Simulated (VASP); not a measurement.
A run of VASP 6.6.1 is set up as follows.

The input POSCAR:

```
Mg
1.0
    3.0471614795      0.0000000000      0.0000000000
   -1.5235807397      2.6389192507      0.0000000000
    0.0000000000      0.0000000000      9.9046086631
Mg
4
Direct
    0.0000000000      0.0000000000      0.0000000000
    0.0000000000      1.0000000000      0.5000000000
    0.3333333333      0.6666666667      0.2500000000
    0.6666666667      0.3333333333      0.7500000000
```

INCAR.step1

```
SYSTEM = Mg
PREC = Accurate
ENCUT = 520
ISMEAR = -1
SIGMA = 0.1
LREAL = .False.
LASPH = .True.
NELM = 60
NBANDS = 12
GGA = PE
ALGO = Normal
EDIFF = 1E-4
LWAVE = .True.
LCHARG = .False.
```

File INCAR.step2:

```
SYSTEM = Mg
PREC = Accurate
ENCUT = 520
EDIFF = 1E-6
ISMEAR = -1
SIGMA = 0.1
LREAL = .False.
LASPH = .True.
NELM = 60
ALGO = Normal
ISIF = 2
LWAVE = .False.
LCHARG = .False.
METAGGA = R2SCAN
LMIXTAU = .True.
NBANDS = 12
ISTART = 1
```

Contents of KPOINTS:

```
Automatic mesh
0
Gamma
  13 13 4
  0 0 0
```

Potentials or basis: VASP PAW PBE potentials, release 64 (Mg).

Launch:

```sh
$ cat potpaw_PBE.64/Mg/POTCAR > POTCAR
$ cp INCAR.step1 INCAR
$ mpirun -np 1 vasp_std > vasp.out
$ cp INCAR.step2 INCAR
$ mpirun -np 1 vasp_std > vasp.out
```

**Question.** Estimate the pressure.

**Answer.** 6.2 GPa.

**Question.** Estimate the band gap on the k mesh.

**Answer.** Zero (band 4 reaches 4.62 eV, above the bottom of band 5 at 2.23 eV).

Stress tensor (GPa, compression positive):
```
6.28 0.00 0.00
0.00 6.28 0.00
0.00 0.00 6.00
```

Caveat: the PAW data sets were made with another functional, which shifts forces and pressure a little.
